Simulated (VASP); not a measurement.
Set up this calculation in VASP 6.6.1, as the native input.

| Property | Result |
| --- | --- |
| Task | single point |
| Functional | PBE |
| Potentials or basis | VASP PAW PBE potentials, release 64 (Cr_pv, O) |
| Cutoff | 520 eV |
| k mesh | 4 × 4 × 6 |
| Occupations | fermi-dirac, width 0.1 eV |
| Spin | collinear spin, ferrimagnetic start |
| Starting moments | [2.02, 2.2, -0.22, -0.21, -0.22, -0.22] μB |
| Hubbard terms | Cr d U = 3.0 eV |
| Dipole correction | no |
| Further INCAR settings | ALGO = Normal; EDIFF = 1e-06; NBANDS = 37 |

The structure of CrO2 lies in POSCAR:

```
CrO2
1.0
    4.4200000000      0.0000000000      0.0000000000
    0.0000000000      4.4200000000      0.0000000000
    0.0000000000      0.0000000000      2.9200000000
Cr O
2 4
Direct
    0.0000000000      0.0000000000      0.0000000000
    0.5000000000      0.5000000000      0.5000000000
    0.2851250000      0.2974190000      0.0297550000
   -0.3030000000     -0.3030000000      0.0000000000
    0.8030000000      0.1970000000      0.5000000000
    0.1970000000      0.8030000000      0.5000000000
```

One way to write it, as run:

INCAR

```
SYSTEM = CrO2
ALGO = Normal ; EDIFF = 1E-6
ENCUT = 520 ; GGA = PE
ISIF = 2 ; ISMEAR = -1
ISPIN = 2 ; LASPH = .TRUE.
LCHARG = .FALSE. ; LDAU = .TRUE.
LDAUJ = 0 0 ; LDAUL = 2 -1
LDAUPRINT = 1 ; LDAUTYPE = 2
LDAUU = 3 0 ; LMAXMIX = 4
LORBIT = 11 ; LREAL = .FALSE.
LWAVE = .FALSE. ; MAGMOM = 2.02 2.2 -0.22 -0.21 -0.22 -0.22
NBANDS = 37 ; NELM = 150
PREC = Accurate ; SIGMA = 0.1
```

KPOINTS

```
k-points
0
G
  4 4 6
  0 0 0
```

Potentials or basis: VASP PAW PBE potentials, release 64 (Cr_pv, O).

Run with:

```bash
$ cat potpaw_PBE.64/Cr_pv/POTCAR potpaw_PBE.64/O/POTCAR > POTCAR
$ mpirun -np 1 vasp_std > vasp.out
```

It gave:

```
Pressure                                              : 10.2 GPa
Largest force                                         : 1.651 eV/Å
Band gap on the k mesh                                : zero (filled and empty bands overlap)
Net moment                                            : 4.00 μB per cell
Site moments                                          : Cr +2.26, +2.40; O -0.17, -0.16 (each value once) μB
Valence electrons inside the program's atomic spheres : Cr 10.88, 10.79; O 5.05
```

Caveat: the cell stands under pressure; forces of over 1 eV/Å act on the atoms, so gaps and moduli don't describe the material at rest.

Wall time 3.8 min on 1 thread of Intel(R) Xeon(R) Platinum 8488C (Sapphire Rapids) (shared host), peak memory 0.29 GiB.
